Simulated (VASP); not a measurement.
# SnO2 in VASP: notebook

SnO2 is run at these levels: PBE, PBEsol, RPBE; tasks: single point.

Program: VASP 6.6.1. These are calculated values, not measurements. Logs are shortened: lines on timing, memory, paths and dates and some standing lists are left out, and cuts for length are marked.

### Step 1. The cell of the first run

Symmetry: Imma, No. 74, orthorhombic system. The conventional cell has a = 6.498 Å, b = 6.829 Å, c = 6.828 Å, α = 90.00°, β = 90.00°, γ = 90.00°. Sn (site symmetry 2/m) has 6 O at 2.09 Å within 2.8 Å. Sn (site symmetry mm2) has 6 O at 2.09 to 2.10 Å within 2.8 Å. O (site symmetry m) has 3 Sn at 2.09 to 2.10 Å and 1 O at 2.64 Å within 2.8 Å. O (site symmetry m) has 3 Sn at 2.09 Å and 1 O at 2.64 Å within 2.8 Å.

### Step 2. Single point, PBE

Contents of INCAR:

```
  PREC = Accurate
  ENCUT = 520
  EDIFF = 1E-6
  ISMEAR = 0
  SIGMA = 0.011
  LREAL = False
  LASPH = True
  NELM = 80
  ALGO = Normal
  ISIF = 2
  LWAVE = False
  LCHARG = False
  GGA = PE
  NBANDS = 64
```

Contents of KPOINTS:

```
Automatic mesh
0
Gamma
  6 6 6
```

Contents of POSCAR:

```
SnO2
1.0
   -3.2488970000      3.4144700000      3.4140210000
    3.2488970000     -3.4144700000      3.4140210000
    3.2488970000      3.4144700000     -3.4140210000
Sn O
4 8
Direct
    0.5000000000      0.0000000000      0.0000000000
    0.5000000000      0.5000000000      0.5000000000
    0.0035990000      0.7535990000      0.2500000000
    0.9964010000      0.2464010000      0.7500000000
    0.8064960000      0.8037740000      0.4972780000
    0.8064960000      0.3092180000      0.0027220000
    0.3024350000      0.2459400000      0.0564950000
    0.6894450000      0.2459400000      0.4435050000
    0.3105550000      0.7540600000      0.5564950000
    0.1935040000      0.6907820000      0.9972780000
    0.6975650000      0.7540600000      0.9435050000
    0.1935040000      0.1962260000      0.5027220000
```

Potentials or basis: VASP PAW PBE potentials, release 64 (Sn_d, O).

Started as:

```bash
cat potpaw_PBE.64/Sn_d/POTCAR potpaw_PBE.64/O/POTCAR > POTCAR
mpirun -np 1 vasp_std > vasp.out
```

OUTCAR:

```text
PREC = Accurate
   ENCUT = 520
   EDIFF = 1E-6
   ISMEAR = 0
   LREAL = False
   LASPH = True
   NELM = 80
   ISIF = 2
   GGA = PE

 ion  position               nearest neighbor table
   1  0.500  0.000  0.000-   6 2.09  10 2.09   7 2.09  11 2.09   8 2.09   9 2.09   2 3.25   2 3.25

   2  0.500  0.500  0.500-   5 2.09  12 2.09   9 2.09   8 2.09  11 2.09   7 2.09   1 3.25   1 3.25

   3  0.004  0.754  0.250-  10 2.09  12 2.09   9 2.09  11 2.09   5 2.10   6 2.10   4 3.25   4 3.25

   4  0.996  0.246  0.750-   6 2.09   5 2.09   8 2.09   7 2.09  12 2.10  10 2.10   3 3.25   3 3.25

   5  0.806  0.804  0.497-   4 2.09   2 2.09   3 2.10
   6  0.806  0.309  0.003-   4 2.09   1 2.09   3 2.10
   7  0.302  0.246  0.056-   4 2.09   1 2.09   2 2.09
   8  0.689  0.246  0.444-   4 2.09   2 2.09   1 2.09
   9  0.311  0.754  0.556-   3 2.09   2 2.09   1 2.09
  10  0.194  0.691  0.997-   3 2.09   1 2.09   4 2.10
  11  0.698  0.754  0.944-   3 2.09   1 2.09   2 2.09
  12  0.194  0.196  0.503-   3 2.09   2 2.09   4 2.10

  LATTYP: Found a body centered orthorhombic cell.
 ALAT       =     6.4977940000
 B/A-ratio  =     1.0508246337
 C/A-ratio  =     1.0509628345

  Lattice vectors:

 A1 = (  -3.2488970000,  -3.4144700000,   3.4140210000)
 A2 = (   3.2488970000,  -3.4144700000,  -3.4140210000)
 A3 = (   3.2488970000,   3.4144700000,   3.4140210000)

Analysis of symmetry for initial positions (statically):
=====================================================================
 Subroutine PRICEL returns:
 Original cell was already a primitive cell.

 Routine SETGRP: Setting up the symmetry group for a
 body centered orthorhombic supercell.

 Subroutine GETGRP returns: Found  8 space group operations
 (whereof  4 operations were pure point group operations)
 out of a pool of  8 trial point group operations.

The static configuration has the point symmetry C_2h.
 The point group associated with its full space group is D_2h.

Analysis of symmetry for dynamics (positions and initial velocities):
=====================================================================
 Subroutine PRICEL returns:
 Original cell was already a primitive cell.

 Routine SETGRP: Setting up the symmetry group for a
 body centered orthorhombic supercell.

 Subroutine GETGRP returns: Found  8 space group operations
 (whereof  4 operations were pure point group operations)
 out of a pool of  8 trial point group operations.

The dynamic configuration has the point symmetry C_2h.
 The point group associated with its full space group is D_2h.

 Subroutine INISYM returns: Found  8 space group operations
 (whereof  4 operations are pure point group operations),
 and found     1 'primitive' translations

----------------------------------------------------------------------------------------

                                     Primitive cell

  volume of cell :     151.4905

  direct lattice vectors                    reciprocal lattice vectors
    -3.248897000  3.414470000  3.414021000     0.000000000  0.146435611  0.146454869
     3.248897000 -3.414470000  3.414021000     0.153898385  0.000000000  0.146454869
     3.248897000  3.414470000 -3.414021000     0.153898385  0.146435611  0.000000000

  length of vectors
     5.819748834  5.819748834  5.819748834     0.207104845  0.212447032  0.212433756

  position of ions in fractional coordinates (direct lattice)
     0.500000000  0.000000000  0.000000000
     0.500000000  0.500000000  0.500000000
     0.003599000  0.753599000  0.250000000
     0.996401000  0.246401000  0.750000000
     0.806496000  0.803774000  0.497278000
     0.806496000  0.309218000  0.002722000
     0.302435000  0.245940000  0.056495000
     0.689445000  0.245940000  0.443505000
     0.310555000  0.754060000  0.556495000
     0.193504000  0.690782000  0.997278000
     0.697565000  0.754060000  0.943505000
     0.193504000  0.196226000  0.502722000

  ion indices of the primitive-cell ions
   primitive index   ion index
                 1           1
                 2           2
                 3           3
                 4           4
                 5           5
                 6           6
                 7           7
                 8           8
                 9           9
                10          10
                11          11
                12          12

----------------------------------------------------------------------------------------

 KPOINTS: Automatic mesh

Automatic generation of k-mesh.
 Grid dimensions read from file:
 generate k-points for:    6    6    6

 Generating k-lattice:

  Cartesian coordinates                     Fractional coordinates (reciprocal lattice)
     0.000000000  0.024405935  0.024409145     0.166666667  0.000000000 -0.000000000
     0.025649731  0.000000000  0.024409145     0.000000000  0.166666667 -0.000000000
     0.025649731  0.024405935  0.000000000     0.000000000  0.000000000  0.166666667

  Length of vectors
     0.034517474  0.035407839  0.035405626

  Shift w.r.t. Gamma in fractional coordinates (k-lattice)
     0.000000000  0.000000000  0.000000000

 Subroutine IBZKPT returns following result:
 ===========================================

 Found     46 irreducible k-points:

 Following reciprocal coordinates:
            Coordinates               Weight
  0.000000  0.000000  0.000000      1.000000
  0.166667  0.000000  0.000000      4.000000
  0.333333  0.000000  0.000000      4.000000
  0.500000  0.000000 -0.000000      2.000000
 -0.000000  0.166667  0.000000      4.000000
  0.166667  0.166667  0.000000      8.000000
[... 16 lines left out ...]
 -0.166667  0.166667  0.166667      2.000000
  0.166667  0.333333  0.166667      4.000000
 [... further k-points ...]
   k-points           NKPTS =     46   k-points in BZ     NKDIM =     46   number of bands    NBANDS=     64
   number of dos      NEDOS =    301   number of ions     NIONS =     12
   total plane-waves  NPLWV = 110592
   dimension x,y,z NGX =    48 NGY =   48 NGZ =   48
   dimension x,y,z NGXF=    96 NGYF=   96 NGZF=   96
   ions per type =               4   8
   NGX,Y,Z   is equivalent  to a cutoff of  13.71, 13.71, 13.71 a.u.
   NGXF,Y,Z  is equivalent  to a cutoff of  27.42, 27.42, 27.42 a.u.
 SYSTEM =  unknown system
   PREC   = accura    normal or accurate (medium, high low for compatibility)
   ISTART =      0    job   : 0-new  1-cont  2-samecut
   ICHARG =      2    charge: 1-file 2-atom 10-const
   ISPIN  =      1    spin polarized calculation?
   LNONCOLLINEAR =      F non collinear calculations
   LSORBIT =      F    spin-orbit coupling
   LASPH  =      T    aspherical Exc in radial PAW
   ENCUT  =  520.0 eV  38.22 Ry    6.18 a.u.  10.82 10.82 10.82*2*pi/ulx,y,z
   NELM   =     80;   NELMIN=  2; NELMDL= -5     # of ELM steps
   EDIFF  = 0.1E-05   stopping-criterion for ELM
   LREAL  =      F    real-space projection
   EDIFFG = 0.1E-04   stopping-criterion for IOM
   NSW    =      0    number of steps for IOM
   IBRION =     -1    ionic relax: 0-MD 1-quasi-New 2-CG
   NFREE  =      0    steps in history (QN), initial steepest desc. (CG)
   ISIF   =      2    stress and relaxation
   ISYM   =      2    0-nonsym 1-usesym 2-fastsym
   POTIM  = 0.5000    time-step for ionic-motion
   TEBEG  =    0.0;   TEEND  =   0.0 temperature during run
   PSTRESS=    0.0 pullay stress
   NELECT =     104.0000    total number of electrons
   NUPDOWN=      -1.0000    fix difference up-down
   EMIN   =  10.00;   EMAX   =-10.00  energy-range for DOS
   EFERMI =   0.00;   METHOD = LEGACY
   ISMEAR =     0;   SIGMA  =   0.01  broadening in eV -4-tet -1-fermi 0-gaus
   EFERMI_NEDOS =   21; number of points for ismear=-14 and -15
   IALGO  =     38    algorithm
   IMIX   =      4    mixing-type and parameters
     AMIX     =   0.40;   BMIX     =  1.00
     AMIX_MAG =   1.60;   BMIX_MAG =  1.00
  volume/ion in A,a.u.               =      12.62        85.19
  Fermi-wavevector in a.u.,A,eV,Ry     =   1.444189  2.729122 28.377438  2.085683
  Thomas-Fermi vector in A             =   2.562512
   LORBIT       =      0    0 simple, 1 ext, 2 COOP (PROOUT), +10 PAW based schemes
   GGA     = PE    functional components
   LHFCALC =     F    Hartree Fock is set to
   AEXX    =    0.0000 exact exchange contribution
   IVDW    =     0    specifies the selected vdW correction
   LEPSILON=     F    determine dielectric tensor
   LRPA    =     F    only Hartree local field effects (RPA)
 non-spin polarized calculation
 Gauss-broadening in eV      SIGMA  =   0.01
  energy-cutoff  :      520.00
  volume of cell :      151.49
 maximum number of plane-waves:      4102
 NGX is ok and might be reduce to    48
   NGX = 21   NGY = 21   NGZ = 21

 number of electron     104.0000018 magnetization

 Free energy of the ion-electron system (eV)
  ---------------------------------------------------
  ext. energy  EPLUGINS =         0.00000000
  ---------------------------------------------------
  free energy    TOTEN  =       -74.61944706 eV

  energy without entropy =      -74.61944706  energy(sigma->0) =      -74.61944706

 E-fermi :   5.5828     XC(G=0): -10.9584

 val. band max:        5.4890727232   @ k =   0.0000   0.0000   0.0000
 cond. band min:       6.1046143802   @ k =   0.0000   0.0000   0.0000
 fundamental gap:      0.6155416570
 Fermi energy:         5.5827798593

 k-point     1 :       0.0000    0.0000    0.0000
  band No.  band energies     occupation
      1     -15.5390      2.00000
      2     -15.3294      2.00000
      3     -15.3289      2.00000
      4     -14.9287      2.00000
      5     -14.9283      2.00000
      6     -14.8787      2.00000
[... 56 lines left out ...]
     63      15.9918      0.00000
     64      15.9987      0.00000

 k-point     2 :       0.1667    0.0000    0.0000
  band No.  band energies     occupation
      1     -15.5019      2.00000
      2     -15.3780      2.00000
      3     -15.3777      2.00000
      4     -14.9203      2.00000
      5     -14.8570      2.00000
      6     -14.8568      2.00000
[... 1530 lines left out ...]
     63      14.9392      0.00000
     64      14.9676      0.00000

 [... further k-points ...]

------------------------ aborting loop because EDIFF is reached ----------------------------------------

  FORCE on cell =-STRESS in cart. coord.  units (eV):
  Direction    XX          YY          ZZ          XY          YZ          ZX
  --------------------------------------------------------------------------------------
  -------------------------------------------------------------------------------------
  Total       -0.5507295     -0.0501054     -0.0236412      0.0000000     -0.0000000      0.0000000
  in kB       -5.8245651     -0.5299197     -0.2500320      0.0000000     -0.0000000      0.0000000
  external PRESSURE =      -2.2015056 kB  Pullay stress =       0.0000000 kB

 VOLUME and BASIS-vectors are now :
 -----------------------------------------------------------------------------
  energy-cutoff  :      520.00
  volume of cell :      151.49
      direct lattice vectors                 reciprocal lattice vectors
    -3.248897000  3.414470000  3.414021000     0.000000000  0.146435611  0.146454869
     3.248897000 -3.414470000  3.414021000     0.153898385  0.000000000  0.146454869
     3.248897000  3.414470000 -3.414021000     0.153898385  0.146435611  0.000000000

 POSITION                                       TOTAL-FORCE (eV/Angst)
 -----------------------------------------------------------------------------------
     -1.62445      1.70724      1.70701         0.000000      0.000000      0.000000
      1.62445      1.70724      1.70701         0.000000      0.000000      0.000000
      3.24890     -1.70723      1.73158         0.000000      0.000000     -0.058493
      0.00000      5.12171      1.68244         0.000000      0.000000      0.058493
      1.60676      1.70724      3.79978         0.031537      0.000000      0.015670
     -1.60676      1.70723      3.79978        -0.031537      0.000000      0.015670
     -0.00000      0.38580      1.67929         0.000000      0.016450      0.031590
      0.00000      3.02867      1.67929         0.000000     -0.016450      0.031590
      3.24890      0.38580      1.73473         0.000000      0.016450     -0.031590
      4.85566      1.70723     -0.38576         0.031537      0.000000     -0.015670
      3.24890      3.02867      1.73473        -0.000000     -0.016450     -0.031590
      1.64214      1.70723     -0.38576        -0.031537      0.000000     -0.015670
 -----------------------------------------------------------------------------------
    total drift:                                0.000000      0.000000     -0.000000

  FREE ENERGIE OF THE ION-ELECTRON SYSTEM (eV)
  ---------------------------------------------------
  free  energy   TOTEN  =       -74.6194470567 eV

  energy  without entropy=      -74.6194470567  energy(sigma->0) =      -74.61944706
```

Run time: 9.4 min. Hardware: 1 thread of Intel Xeon Platinum 8175M at 2.50GHz (Skylake/Cascade Lake), shared host; peak memory 0.51 GiB.

What came out:

```yaml
Free_energy: -74.6194 eV
Pressure: -0.2 GPa
Largest_force: 0.058 eV/Å
Band_gap_on_the_k_mesh: 0.62 eV
```

Forces in eV/Å, atoms in the order of the input:
```
Sn   0.000  0.000  0.000
Sn   0.000  0.000  0.000
Sn   0.000  0.000 -0.058
Sn   0.000  0.000  0.058
O    0.032  0.000  0.016
O   -0.032  0.000  0.016
O    0.000  0.016  0.032
O    0.000 -0.016  0.032
O    0.000  0.016 -0.032
O    0.032  0.000 -0.016
O    0.000 -0.016 -0.032
O   -0.032  0.000 -0.016
```

Caveat: semilocal functionals underestimate gaps, and a narrow one can read as zero; spin-orbit coupling is left out, which moves the levels of the heavy elements.

[end of part 1 of 2]
